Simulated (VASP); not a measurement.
# BN (Cm) in VASP: single point with PBEsol

Aim: the single point of BN with PBEsol.

Program: VASP 6.6.1. These are calculated values, not measurements. Logs are shortened: lines on timing, memory, paths and dates and some standing lists are left out, and cuts for length are marked.

### 1 The cell of the first run

It takes space group Cm (No. 8, monoclinic). The conventional cell has a = 4.401 Å, b = 2.541 Å, c = 12.615 Å, α = 90.00°, β = 91.67°, γ = 90.00°. B (site symmetry m) has 4 N at 1.56 to 1.57 Å within 2.1 Å. B (site symmetry m) has 4 N at 1.56 to 1.57 Å within 2.1 Å. Within 2.1 Å of B (site symmetry m) lie 4 N at 1.56 to 1.57 Å. B (site symmetry m) has 4 N at 1.56 to 1.62 Å within 2.1 Å. B (site symmetry m) has 4 N at 1.56 to 1.57 Å within 2.1 Å. B (site symmetry m) has 4 N at 1.56 to 1.57 Å within 2.1 Å. N (site symmetry m) has 4 B at 1.56 to 1.57 Å within 2.1 Å. N (site symmetry m) has 4 B at 1.56 to 1.57 Å within 2.1 Å.

### 2 Single point, PBEsol

Contents of INCAR:

```
PREC     = Accurate       # precision mode
ENCUT    = 600            # plane-wave cutoff, eV
EDIFF    = 1E-6           # SCF threshold, eV
ISMEAR   = 0              # smearing method
SIGMA    = 0.05           # smearing width, eV
LREAL    = False          # projectors in reciprocal space
LASPH    = True           # aspherical terms in the spheres
NELM     = 120            # most SCF steps
ALGO     = Normal         # electronic algorithm
ISIF     = 2              # what is computed and relaxed
LWAVE    = False          # write WAVECAR
LCHARG   = True           # write CHGCAR
GGA      = PS             # functional
LELF     = True           # ELF
LVHAR    = True         
NBANDS   = 36             # bands
GGA_COMPAT= False
```

Contents of KPOINTS:

```
regular mesh
0
Gamma
  10 10 2
```

Contents of POSCAR:

```
BN
1.0
   -2.5410113134      0.0000000000      0.0000000000
   -1.2705056567     -2.2005803487      0.0000000000
   -3.4940176065     -2.0172720057     12.6098865131
B N
6 6
Direct
    0.4567017275      0.4567017275      0.2290443320
    0.1511350609      0.1511350609      0.5623776653
   -0.1544316058     -0.1544316058      0.8957109987
    0.2761517275      0.2761517275      0.0623776653
   -0.0294149391     -0.0294149391      0.3957109987
   -0.3349816058     -0.3349816058      0.7290443320
    0.5711260525      0.5711260525      0.1042223347
    0.2655593858      0.2655593858      0.4375556680
   -0.0400072809     -0.0400072809      0.7708890013
   -0.5261239475     -0.5261239475      0.9375556680
    0.0850093858      0.0850093858      0.2708890013
   -0.2205572809     -0.2205572809      0.6042223347
```

Potentials or basis: VASP PAW PBE potentials, release 64 (B, N).

Launch:

```sh
cat potpaw_PBE.64/B/POTCAR potpaw_PBE.64/N/POTCAR > POTCAR
mpirun -np 1 vasp_std > vasp.out
```

OUTCAR:

```text
PREC = Accurate
   ENCUT = 600
   EDIFF = 1E-6
   ISMEAR = 0
   LREAL = False
   LASPH = True
   NELM = 120
   ISIF = 2
   GGA = PS

 ion  position               nearest neighbor table
   1  0.457  0.457  0.229-  11 1.56  11 1.56  11 1.56   7 1.57
   2  0.151  0.151  0.562-  12 1.56  12 1.56  12 1.56   8 1.57
   3  0.846  0.846  0.896-  10 1.56  10 1.56  10 1.56   9 1.57
   4  0.276  0.276  0.062-   7 1.56   7 1.56   7 1.56  10 1.62
   5  0.971  0.971  0.396-   8 1.56   8 1.56   8 1.56  11 1.57
   6  0.665  0.665  0.729-   9 1.56   9 1.56   9 1.56  12 1.57
   7  0.571  0.571  0.104-   4 1.56   4 1.56   4 1.56   1 1.57
   8  0.266  0.266  0.438-   5 1.56   5 1.56   5 1.56   2 1.57
   9  0.960  0.960  0.771-   6 1.56   6 1.56   6 1.56   3 1.57
  10  0.474  0.474  0.938-   3 1.56   3 1.56   3 1.56   4 1.62
  11  0.085  0.085  0.271-   1 1.56   1 1.56   1 1.56   5 1.57
  12  0.779  0.779  0.604-   2 1.56   2 1.56   2 1.56   6 1.57

  LATTYP: Found a base centered monoclinic cell.
 ALAT       =     4.4011606974
 B/A-ratio  =     0.5773502692
 C/A-ratio  =     2.8663381584
 COS(beta)  =    -0.0290614699

  Lattice vectors:

 A1 = (  -2.5410113134,   0.0000000000,   0.0000000000)
 A2 = (  -1.2705056567,  -2.2005803487,   0.0000000000)
 A3 = (   0.3174993636,   0.1833083430,  12.6098865131)

Analysis of symmetry for initial positions (statically):
=====================================================================
 Subroutine PRICEL returns:
 Original cell was already a primitive cell.

 Routine SETGRP: Setting up the symmetry group for a
 base centered monoclinic supercell.

 Subroutine GETGRP returns: Found  2 space group operations
 (whereof  2 operations were pure point group operations)
 out of a pool of  4 trial point group operations.

The static configuration has the point symmetry C_1h.

Analysis of symmetry for dynamics (positions and initial velocities):
=====================================================================
 Subroutine PRICEL returns:
 Original cell was already a primitive cell.

 Routine SETGRP: Setting up the symmetry group for a
 base centered monoclinic supercell.

 Subroutine GETGRP returns: Found  2 space group operations
 (whereof  2 operations were pure point group operations)
 out of a pool of  4 trial point group operations.

The dynamic configuration has the point symmetry C_1h.

 Subroutine INISYM returns: Found  2 space group operations
 (whereof  2 operations are pure point group operations),
 and found     1 'primitive' translations

----------------------------------------------------------------------------------------

                                     Primitive cell

  volume of cell :      70.5107

  direct lattice vectors                    reciprocal lattice vectors
    -2.541011313  0.000000000  0.000000000    -0.393544096  0.227212790 -0.072696927
    -1.270505657 -2.200580349  0.000000000     0.000000000 -0.454425579 -0.072696927
    -3.494017606 -2.017272006 12.609886513     0.000000000  0.000000000  0.079302855

  length of vectors
     2.541011313  2.541011313 13.239591506     0.460203705  0.460203705  0.079302855

  position of ions in fractional coordinates (direct lattice)
     0.456701727  0.456701727  0.229044332
     0.151135061  0.151135061  0.562377665
     0.845568394  0.845568394  0.895710999
     0.276151728  0.276151728  0.062377665
     0.970585061  0.970585061  0.395710999
     0.665018394  0.665018394  0.729044332
     0.571126052  0.571126052  0.104222335
     0.265559386  0.265559386  0.437555668
     0.959992719  0.959992719  0.770889001
     0.473876053  0.473876053  0.937555668
     0.085009386  0.085009386  0.270889001
     0.779442719  0.779442719  0.604222335

  ion indices of the primitive-cell ions
   primitive index   ion index
                 1           1
                 2           2
                 3           3
                 4           4
                 5           5
                 6           6
                 7           7
                 8           8
                 9           9
                10          10
                11          11
                12          12

----------------------------------------------------------------------------------------

 KPOINTS: regular mesh

Automatic generation of k-mesh.
 Grid dimensions read from file:
 generate k-points for:   10   10    2

 Generating k-lattice:

  Cartesian coordinates                     Fractional coordinates (reciprocal lattice)
    -0.039354410  0.022721279 -0.007269693     0.100000000  0.000000000  0.000000000
     0.000000000 -0.045442558 -0.007269693     0.000000000  0.100000000  0.000000000
     0.000000000  0.000000000  0.039651427     0.000000000  0.000000000  0.500000000

  Length of vectors
     0.046020371  0.046020371  0.039651427

  Shift w.r.t. Gamma in fractional coordinates (k-lattice)
     0.000000000  0.000000000  0.000000000

 Subroutine IBZKPT returns following result:
 ===========================================

 Found     62 irreducible k-points:

 Following reciprocal coordinates:
            Coordinates               Weight
  0.000000  0.000000  0.000000      1.000000
  0.100000  0.000000  0.000000      4.000000
  0.200000  0.000000  0.000000      4.000000
  0.300000 -0.000000  0.000000      4.000000
  0.400000  0.000000  0.000000      4.000000
  0.500000  0.000000 -0.000000      2.000000
[... 16 lines left out ...]
  0.300000  0.300000 -0.000000      2.000000
  0.400000  0.300000  0.000000      4.000000
 [... further k-points ...]
   k-points           NKPTS =     62   k-points in BZ     NKDIM =     62   number of bands    NBANDS=     36
   number of dos      NEDOS =    301   number of ions     NIONS =     12
   total plane-waves  NPLWV =  43200
   dimension x,y,z NGX =    20 NGY =   20 NGZ =  108
   dimension x,y,z NGXF=    40 NGYF=   40 NGZF=  216
   ions per type =               6   6
   NGX,Y,Z   is equivalent  to a cutoff of  13.09, 13.09, 13.56 a.u.
   NGXF,Y,Z  is equivalent  to a cutoff of  26.17, 26.17, 27.12 a.u.
 SYSTEM =  unknown system
   PREC   = accura    normal or accurate (medium, high low for compatibility)
   ISTART =      0    job   : 0-new  1-cont  2-samecut
   ICHARG =      2    charge: 1-file 2-atom 10-const
   ISPIN  =      1    spin polarized calculation?
   LNONCOLLINEAR =      F non collinear calculations
   LSORBIT =      F    spin-orbit coupling
   LASPH  =      T    aspherical Exc in radial PAW
   ENCUT  =  600.0 eV  44.10 Ry    6.64 a.u.   5.08  5.08 26.44*2*pi/ulx,y,z
   NELM   =    120;   NELMIN=  2; NELMDL= -5     # of ELM steps
   EDIFF  = 0.1E-05   stopping-criterion for ELM
   LREAL  =      F    real-space projection
   EDIFFG = 0.1E-04   stopping-criterion for IOM
   NSW    =      0    number of steps for IOM
   IBRION =     -1    ionic relax: 0-MD 1-quasi-New 2-CG
   NFREE  =      0    steps in history (QN), initial steepest desc. (CG)
   ISIF   =      2    stress and relaxation
   ISYM   =      2    0-nonsym 1-usesym 2-fastsym
   POTIM  = 0.5000    time-step for ionic-motion
   TEBEG  =    0.0;   TEEND  =   0.0 temperature during run
   PSTRESS=    0.0 pullay stress
   NELECT =      48.0000    total number of electrons
   NUPDOWN=      -1.0000    fix difference up-down
   EMIN   =  10.00;   EMAX   =-10.00  energy-range for DOS
   EFERMI =   0.00;   METHOD = LEGACY
   ISMEAR =     0;   SIGMA  =   0.05  broadening in eV -4-tet -1-fermi 0-gaus
   EFERMI_NEDOS =   21; number of points for ismear=-14 and -15
   IALGO  =     38    algorithm
   IMIX   =      4    mixing-type and parameters
     AMIX     =   0.40;   BMIX     =  1.00
     AMIX_MAG =   1.60;   BMIX_MAG =  1.00
  volume/ion in A,a.u.               =       5.88        39.65
  Fermi-wavevector in a.u.,A,eV,Ry     =   1.440136  2.721463 28.218379  2.073992
  Thomas-Fermi vector in A             =   2.558914
   LORBIT       =      0    0 simple, 1 ext, 2 COOP (PROOUT), +10 PAW based schemes
   GGA     = PS    functional components
   LHFCALC =     F    Hartree Fock is set to
   AEXX    =    0.0000 exact exchange contribution
   IVDW    =     0    specifies the selected vdW correction
   LEPSILON=     F    determine dielectric tensor
   LRPA    =     F    only Hartree local field effects (RPA)
 non-spin polarized calculation
 Gauss-broadening in eV      SIGMA  =   0.05
  energy-cutoff  :      600.00
  volume of cell :       70.51
 maximum number of plane-waves:      2380
   NGX = 11   NGY = 11   NGZ = 53

 number of electron      47.9999997 magnetization

 Free energy of the ion-electron system (eV)
  ---------------------------------------------------
  ext. energy  EPLUGINS =         0.00000000
  ---------------------------------------------------
  free energy    TOTEN  =      -109.50078962 eV

  energy without entropy =     -109.50078962  energy(sigma->0) =     -109.50078962

 E-fermi :   7.9716     XC(G=0): -13.0379

 val. band max:        7.7293625260   @ k =   0.0000   0.0000   0.0000
 cond. band min:      12.6447395818   @ k =  -0.3000   0.3000   0.0000
 fundamental gap:      4.9153770557
 Fermi energy:         7.9715544197

 k-point     1 :       0.0000    0.0000    0.0000
  band No.  band energies     occupation
      1     -12.9019      2.00000
      2     -12.2490      2.00000
      3     -12.2117      2.00000
      4     -10.3878      2.00000
      5     -10.3480      2.00000
      6      -8.6596      2.00000
[... 28 lines left out ...]
     35      17.1546      0.00000
     36      17.4321      0.00000
[... 866 lines left out ...]
      6      -7.2853      2.00000
[... 28 lines left out ...]
     35      19.2514      0.00000
     36      19.2961      0.00000

 [... further k-points ...]

------------------------ aborting loop because EDIFF is reached ----------------------------------------

  FORCE on cell =-STRESS in cart. coord.  units (eV):
  Direction    XX          YY          ZZ          XY          YZ          ZX
  --------------------------------------------------------------------------------------
  -------------------------------------------------------------------------------------
  Total       -0.1568531     -0.1399948      0.6286713     -0.0145997     -2.1493058     -3.7227070
  in kB       -3.5640913     -3.1810290     14.2849663     -0.3317416    -48.8375407    -84.5891047
  external PRESSURE =       2.5132820 kB  Pullay stress =       0.0000000 kB

 VOLUME and BASIS-vectors are now :
 -----------------------------------------------------------------------------
  energy-cutoff  :      600.00
  volume of cell :       70.51
      direct lattice vectors                 reciprocal lattice vectors
    -2.541011313  0.000000000  0.000000000    -0.393544096  0.227212790 -0.072696927
    -1.270505657 -2.200580349  0.000000000     0.000000000 -0.454425579 -0.072696927
    -3.494017606 -2.017272006 12.609886513     0.000000000  0.000000000  0.079302855

 POSITION                                       TOTAL-FORCE (eV/Angst)
 -----------------------------------------------------------------------------------
     -2.54101     -1.46705      2.88822        -0.128540     -0.074213      0.067346
     -2.54101     -1.46705      7.09152         0.000759      0.000438      0.029803
     -6.35253     -3.66763     11.29481         0.005675      0.003276     -0.001943
     -1.27051     -0.73353      0.78658        -1.498982     -0.865438     -0.099952
     -5.08202     -2.93411      4.98987        -0.003135     -0.001810      0.031028
     -5.08202     -2.93411      9.19317         0.017277      0.009975      0.031678
     -2.54101     -1.46705      1.31423        -0.262976     -0.151829      0.148057
     -2.54101     -1.46705      5.51753        -0.000868     -0.000501     -0.029742
     -6.35253     -3.66763      9.72082         0.100338      0.057930     -0.067466
     -5.08202     -2.93411     11.82247         1.778389      1.026753     -0.050473
     -1.27051     -0.73353      3.41588        -0.009532     -0.005504     -0.027079
     -5.08202     -2.93411      7.61918         0.001597      0.000922     -0.031258
 -----------------------------------------------------------------------------------
    total drift:                                0.000029      0.000017      0.000205

  FREE ENERGIE OF THE ION-ELECTRON SYSTEM (eV)
  ---------------------------------------------------
  free  energy   TOTEN  =      -109.5007896235 eV

  energy  without entropy=     -109.5007896235  energy(sigma->0) =     -109.50078962
```

It took 2.7 min on 1 thread of Intel Xeon Platinum 8488C (Sapphire Rapids), shared host; peak memory 0.27 GiB.

Results:

| Quantity | Value |
| --- | --- |
| Free energy | -109.5008 eV |
| Pressure | 0.3 GPa |
| Largest force | 2.054 eV/Å |
| Band gap on the k mesh | 4.92 eV, indirect (least direct gap 7.85 eV) |

Forces on the atoms (eV/Å):
```
B   -0.129 -0.074  0.067
B    0.001  0.000  0.030
B    0.006  0.003 -0.002
B   -1.499 -0.865 -0.100
B   -0.003 -0.002  0.031
B    0.017  0.010  0.032
N   -0.263 -0.152  0.148
N   -0.001 -0.001 -0.030
N    0.100  0.058 -0.067
N    1.778  1.027 -0.050
N   -0.010 -0.006 -0.027
N    0.002  0.001 -0.031
```

Levels at points of the mesh, in eV from the valence-band top:
| k point | band 22 | band 23 | band 24 | band 25 | band 26 | band 27 |
| --- | --- | --- | --- | --- | --- | --- |
| (0.00, 0.00, 0.00) | -0.36 | -0.19 | 0.00 | 7.85 | 8.29 | 8.41 |
| (0.50, 0.00, 0.00) | -3.43 | -2.54 | -2.46 | 5.98 | 6.34 | 6.51 |
| (0.50, 0.50, 0.00) | -3.17 | -2.95 | -2.28 | 5.88 | 6.35 | 6.50 |
| (0.00, 0.00, 0.50) | -0.32 | -0.28 | -0.22 | 7.91 | 8.36 | 8.39 |
| (0.50, 0.00, 0.50) | -3.15 | -2.91 | -2.24 | 5.82 | 6.28 | 6.47 |
| (0.50, 0.50, 0.50) | -3.08 | -2.59 | -2.51 | 5.96 | 6.35 | 6.47 |

Caveat: the PAW data sets were made with another functional, which shifts forces and pressure a little.
